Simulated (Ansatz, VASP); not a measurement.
**Two plane-wave programs on GaN**

File INCAR:

```
SYSTEM = GaN
  PREC = Accurate
  ENCUT = 520
  EDIFF = 1E-6
  ISMEAR = 0
  SIGMA = 0.05
  LREAL = .FALSE.
  LASPH = .TRUE.
  NELM = 80
  ALGO = Normal
  ISIF = 2
  LWAVE = .FALSE.
  LCHARG = .TRUE.
  GGA = PE
  LELF = .TRUE.
  LVHAR = .TRUE.
  NBANDS = 16
```

The input KPOINTS:

```
regular mesh
0
G
  10 10 10
  0 0 0
```

Contents of POSCAR:

```
GaN
1.0
    0.0000000000      2.2535006075      2.2535006075
    2.2535006075      0.0000000000      2.2535006075
    2.2535006075      2.2535006075      0.0000000000
Ga N
1 1
Direct
    0.0000000000      0.0000000000      0.0000000000
    0.7656890746      0.7343109254      0.7500000000
```

Input for Ansatz:

```yaml
crystal:
  lattice:
    - [0.0, 2.2535006075, 2.2535006075]
    - [2.2535006075, 0.0, 2.2535006075]
    - [2.2535006075, 2.2535006075, 0.0]
  atoms:
    - { symbol: Ga, position: [0.0, 0.0, 0.0] }
    - { symbol: "N", position: [0.7656890746, 0.7343109254, 0.75] }
basis:
  ecutwfc: 420
kpoints:
  mp_grid: { grid: [10, 10, 10] }
hamiltonian:
  xc: pbe
scf:
  occupations: { method: gaussian, width: 0.05 }
output:
  forces: true
  stress: true
  eigenvalues: true
```

Change from the starting cell: all N atoms moved -0.050 Å, as atom 2 along Cartesian [1 -1 0].

Alike in both runs: task single point; functional PBE; k mesh 10 × 10 × 10; occupations gaussian, width 0.05 eV; no spin polarisation.

|  | VASP | Ansatz |
| --- | --- | --- |
| version | VASP 6.6.1 | Ansatz 0.2.0 |
| potentials or method | VASP PAW PBE potentials, release 64 (Ga_d, N), cutoff 520 eV | scalar-relativistic, plane waves, PAW |
| valence electrons in the cell | 18 | 18 |

Ansatz gave:

- gap on the k mesh at the Fermi level (eV): 1.63
- least direct gap on the mesh (eV): 1.63
- pressure (GPa): 5.3
- traceless stress, the component that is largest in VASP (GPa): 2.16
- rms of the force components (eV/Å): 0.362

Task: What did VASP give for the same quantities?

Result: gap on the k mesh at the Fermi level (eV): 1.63; least direct gap on the mesh (eV): 1.63; pressure (GPa): 5.3; traceless stress, the component that is largest in VASP (GPa): 2.11; rms of the force components (eV/Å): 0.357.

Atom by atom the forces differ by 0.005 eV/Å (rms over components). With one functional, cell and mesh, what is left measures potentials, basis and numerics.
